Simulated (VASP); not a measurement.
A run of VASP 6.6.1:

The input INCAR:

```
SYSTEM = Te2Mo
ALGO = Normal ; DIPOL = 0.5 0.5 0.500
EDIFF = 1E-7 ; ENCUT = 520
GGA = PE ; IDIPOL = 3
ISIF = 2 ; ISMEAR = 0
LASPH = .True. ; LCHARG = .False.
LDIPOL = .True. ; LREAL = .False.
LWAVE = .False. ; NBANDS = 49
NELM = 60 ; PREC = Accurate
SIGMA = 0.05
```

The input KPOINTS:

```
k-points
0
Gamma
  9 9 1
  0 0 0
```

File POSCAR:

```
Te2Mo
1.0
    3.5570664352      0.0000000000      0.0000000000
   -1.7785332176      3.0805098958      0.0000000000
    0.0000000000      0.0000000000     33.8205727992
Te Mo
6 3
Direct
    0.6666666667      0.3333333333      0.2217585150
    0.6666666667      0.3333333333      0.3286713630
    0.3333333333      0.6666666667      0.4465435760
    0.3333333333      0.6666666667      0.5534564240
    0.6666666667      0.3333333333      0.6713286370
    0.6666666667      0.3333333333      0.7782414850
    0.3333333333      0.6666666667      0.2752149390
    0.6666666667      0.3333333333      0.5000000000
    0.3333333333      0.6666666667      0.7247850610
```

Potentials or basis: VASP PAW PBE potentials, release 64 (Te, Mo_sv).

The run is started by

```bash
$ cat potpaw_PBE.64/Te/POTCAR potpaw_PBE.64/Mo_sv/POTCAR > POTCAR
$ mpirun -np 1 vasp_std > vasp.out
```

Hardware: 1 thread of Intel Xeon 8259CL (shared host).

Task: Estimate the wall time of this run.

Result: Run time: 14 min on 1 thread of Intel Xeon 8259CL, on a shared host, peak memory 0.57 GiB. Counts: scf iterations 27, k points 12.
